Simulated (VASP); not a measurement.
Input of a VASP 6.6.1 run:

The input POSCAR:

```
SiO2
1.0
    8.3886930000      0.0000000000      0.0000000000
    0.0000000000      8.3886930000      0.0000000000
    0.0000000000      0.0000000000      8.0356430000
Si O
24 48
Direct
    0.9993670000      0.9997890000      0.9999860000
    0.9993400000      0.9998750000      0.3333290000
    0.9993450000      0.9998890000      0.6666600000
    0.9994000000      0.4998360000      0.0000120000
    0.9994220000      0.4998400000      0.3333380000
    0.9994270000      0.4998430000      0.6666590000
    0.4993420000      0.9997720000      0.0000110000
    0.4993990000      0.9998370000      0.3333560000
    0.4993940000      0.9998620000      0.6666660000
    0.4993300000      0.4998120000      0.9999770000
    0.4993140000      0.4998690000      0.3333000000
    0.4993340000      0.4998640000      0.6666430000
    0.2493770000      0.2498520000      0.1666470000
    0.2493730000      0.2498180000      0.4999980000
    0.2493920000      0.2498430000      0.8333580000
    0.2493460000      0.7498220000      0.1666780000
    0.2493940000      0.7498960000      0.5000070000
    0.2493550000      0.7498170000      0.8333280000
    0.7493110000      0.2497980000      0.1666660000
    0.7493130000      0.2498070000      0.8333600000
    0.7493710000      0.7498130000      0.1666910000
    0.7493220000      0.7498220000      0.5000040000
    0.7493590000      0.7498050000      0.8333360000
    0.7493690000      0.2499420000      0.5000040000
    0.5964050000      0.4029080000      0.4999980000
    0.1523520000      0.1529010000      0.9999910000
    0.1523580000      0.1528930000      0.3333310000
    0.1523490000      0.1528930000      0.6666520000
    0.1523750000      0.6528860000      0.0000070000
    0.1523630000      0.6529590000      0.3333410000
    0.1523840000      0.6529480000      0.6666500000
    0.6523500000      0.1528170000      0.0000040000
    0.6523370000      0.1529450000      0.3333650000
    0.6523010000      0.1529650000      0.6666550000
    0.6523420000      0.6528460000      0.0000050000
    0.6523200000      0.6529070000      0.3333200000
    0.6523180000      0.6528900000      0.6666680000
    0.3463850000      0.3467640000      0.9999950000
    0.3463520000      0.3467800000      0.3333380000
    0.3463470000      0.3467720000      0.6666720000
    0.3463800000      0.8467670000      0.0000240000
    0.3463590000      0.8467780000      0.3333480000
    0.3463740000      0.8467820000      0.6666770000
    0.8464050000      0.3467440000      0.0000240000
    0.8464270000      0.3467670000      0.3332970000
    0.8464200000      0.3467580000      0.6667470000
    0.8463590000      0.8467240000      0.0000220000
    0.8463900000      0.8467130000      0.3333830000
    0.8463760000      0.8467280000      0.6666490000
    0.0964220000      0.4028870000      0.1666340000
    0.0964770000      0.4029640000      0.5000090000
    0.0964370000      0.4029220000      0.8333610000
    0.0963790000      0.9028880000      0.1666550000
    0.0962770000      0.9029320000      0.4999990000
    0.0963880000      0.9028610000      0.8333430000
    0.5963250000      0.4028680000      0.1666440000
    0.5963170000      0.4028950000      0.8333210000
    0.5963710000      0.9029140000      0.1666740000
    0.5963630000      0.9029100000      0.5000080000
    0.5963920000      0.9028930000      0.8333400000
    0.4023850000      0.0967690000      0.1666720000
    0.4023260000      0.0967560000      0.4999980000
    0.4023360000      0.0967570000      0.8333470000
    0.4023430000      0.5967560000      0.1666530000
    0.4023070000      0.5967660000      0.4999910000
    0.4023460000      0.5967320000      0.8333400000
    0.9023280000      0.0967240000      0.1666630000
    0.9023420000      0.0968490000      0.4999780000
    0.9023140000      0.0966960000      0.8333300000
    0.9024140000      0.5967710000      0.1666520000
    0.9023090000      0.5966750000      0.4999990000
    0.9024190000      0.5967750000      0.8333490000
```

The input INCAR.step1:

```
  PREC = Accurate
  ENCUT = 580
  ISMEAR = -1
  SIGMA = 0.05
  LREAL = Auto
  LASPH = True
  NELM = 120
  NBANDS = 234
  ISYM = -1
  GGA = PE
  ALGO = Normal
  EDIFF = 1E-5
  LWAVE = True
  LCHARG = False
  GGA_COMPAT = False
```

File INCAR.step2:

```
  PREC = Accurate
  ENCUT = 580
  EDIFF = 1E-6
  ISMEAR = -1
  SIGMA = 0.05
  LREAL = Auto
  LASPH = True
  NELM = 120
  ALGO = Normal
  ISIF = 2
  LWAVE = False
  LCHARG = False
  METAGGA = R2SCAN
  LMIXTAU = True
  NBANDS = 234
  ISYM = -1
  ISTART = 1
  GGA_COMPAT = False
```

Contents of KPOINTS:

```
explicit points
1
Reciprocal
  0.25000000   0.25000000   0.25000000 1
```

Potentials or basis: VASP PAW PBE potentials, release 64 (Si, O).

Run with:

```sh
$ cat potpaw_PBE.64/Si/POTCAR potpaw_PBE.64/O/POTCAR > POTCAR
$ cp INCAR.step1 INCAR
$ mpirun -np 1 vasp_std > vasp.out
$ cp INCAR.step2 INCAR
$ mpirun -np 1 vasp_std > vasp.out
```

Q: Predict the pressure.

A: -2.7 GPa.

Q: Estimate the largest force.

A: 0.048 eV/Å.

Q: Predict the band gap on the k mesh.

A: 7.41 eV.

Forces in eV/Å, atoms in the order of the input:
```
Si  -0.002  0.001  0.003
Si   0.004 -0.005  0.000
Si   0.003 -0.009 -0.001
Si  -0.006 -0.004 -0.004
Si  -0.004 -0.001 -0.003
Si  -0.004 -0.001  0.007
Si  -0.004  0.006 -0.001
Si  -0.006  0.005 -0.007
Si  -0.005  0.001  0.006
Si   0.005  0.000  0.002
Si   0.009 -0.010  0.004
Si   0.005 -0.009  0.004
Si  -0.001 -0.009  0.008
Si   0.003  0.001  0.001
Si  -0.005 -0.005 -0.010
Si   0.003  0.006  0.001
Si  -0.006  0.001 -0.001
Si   0.003  0.005  0.001
Si   0.011  0.006  0.003
Si   0.009  0.006 -0.003
Si   0.003 -0.001 -0.003
Si   0.014 -0.001  0.003
Si   0.005 -0.001 -0.001
Si   0.009 -0.006  0.001
O   -0.036  0.033 -0.003
O    0.022  0.020  0.000
O    0.024  0.026 -0.003
O    0.024  0.025  0.003
O    0.024  0.023 -0.001
O    0.019  0.014  0.001
O    0.018  0.016 -0.002
O    0.025  0.033 -0.002
O    0.025  0.019 -0.002
O    0.028  0.017 -0.001
O    0.026  0.027 -0.001
O    0.024  0.020  0.002
O    0.026  0.023 -0.003
O   -0.022 -0.021  0.003
O   -0.021 -0.022  0.001
O   -0.019 -0.022 -0.003
O   -0.023 -0.025 -0.003
O   -0.021 -0.019  0.001
O   -0.022 -0.021 -0.001
O   -0.033 -0.026 -0.003
O   -0.031 -0.023  0.005
O   -0.030 -0.023 -0.008
O   -0.021 -0.018 -0.001
O   -0.030 -0.018 -0.005
O   -0.030 -0.021  0.002
O   -0.026  0.026  0.007
O   -0.034  0.017 -0.002
O   -0.027  0.021 -0.004
O   -0.027  0.024  0.002
O   -0.012  0.017  0.001
O   -0.030  0.028 -0.002
O   -0.021  0.023  0.002
O   -0.016  0.016  0.003
O   -0.019  0.013  0.003
O   -0.023  0.020  0.000
O   -0.027  0.021 -0.002
O    0.019 -0.020  0.000
O    0.028 -0.021  0.001
O    0.028 -0.024 -0.001
O    0.020 -0.019  0.001
O    0.030 -0.022 -0.001
O    0.017 -0.012 -0.003
O    0.024 -0.021 -0.001
O    0.020 -0.026  0.005
O    0.025 -0.017  0.002
O    0.019 -0.022  0.005
O    0.027 -0.015  0.001
O    0.017 -0.021 -0.003
```

Caveat: the PAW data sets were made with another functional, which shifts forces and pressure a little.
